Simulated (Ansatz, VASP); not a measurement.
Sb in VASP and in Ansatz

Contents of INCAR:

```
ALGO = Normal ; EDIFF = 1E-6
ENCUT = 520 ; GGA = PS
ISIF = 2 ; ISMEAR = -1
LASPH = True ; LCHARG = False
LREAL = False ; LWAVE = False
NBANDS = 8 ; NELM = 100
PREC = Accurate ; SIGMA = 0.1
```

KPOINTS

```
k-points
0
Gamma
  12 12 12
```

POSCAR

```
Sb
1.0
    3.0593484534      0.0000000000      0.0000000000
    0.0000000000      3.0593484534      0.0000000000
    0.0000000000      0.0000000000      3.0593484534
Sb
1
Direct
    0.0000000000      0.0000000000      0.0000000000
```

Input for Ansatz:

```yaml
crystal:
  lattice:
    - [3.0593484534, 0.0, 0.0]
    - [0.0, 3.0593484534, 0.0]
    - [0.0, 0.0, 3.0593484534]
  atoms:
    - { symbol: Sb, position: [0.0, 0.0, 0.0] }
hamiltonian:
  xc: pbesol
  pseudopotentials:
    kind: paw
    azcp:
      Sb: "pseudopotentials/Sb.paw.azcp"
basis:
  ecutwfc: 420
  fft_grid_basis: typed
kpoints:
  mp_grid: { grid: [12, 12, 12], shift: [0, 0, 0] }
magnetization:
  spin_polarized: false
scf:
  occupations: { method: fermi_dirac, width: 0.1 }
  lower_state_search: "off"
output:
  stress: true
```

Alike in both runs: task single point; functional PBEsol; k mesh 12 × 12 × 12; occupations fermi-dirac, width 0.1 eV; no spin polarisation.

```csv
,VASP,Ansatz
version,VASP 6.6.1,Ansatz 0.2.0
potentials or method,"VASP PAW PBE potentials, release 64 (Sb), cutoff 520 eV","plane waves (420 eV) with PAW, scalar-relativistic"
valence electrons in the cell,5,15
```

|  | VASP | Ansatz | Ansatz less VASP |
| --- | --- | --- | --- |
| pressure (GPa) | 0.3 | 0.2 | -0.13 |

VASP's potentials were made for PBE, not for PBEsol, and Ansatz warns of the same on its side. The functional is the same, so the differences come from potentials, cutoffs and numerics. VASP's potentials hold 5 valence electrons a cell and Ansatz's 15, so a difference there can come from the potentials and not from the codes.

Neither program's run includes spin-orbit coupling.
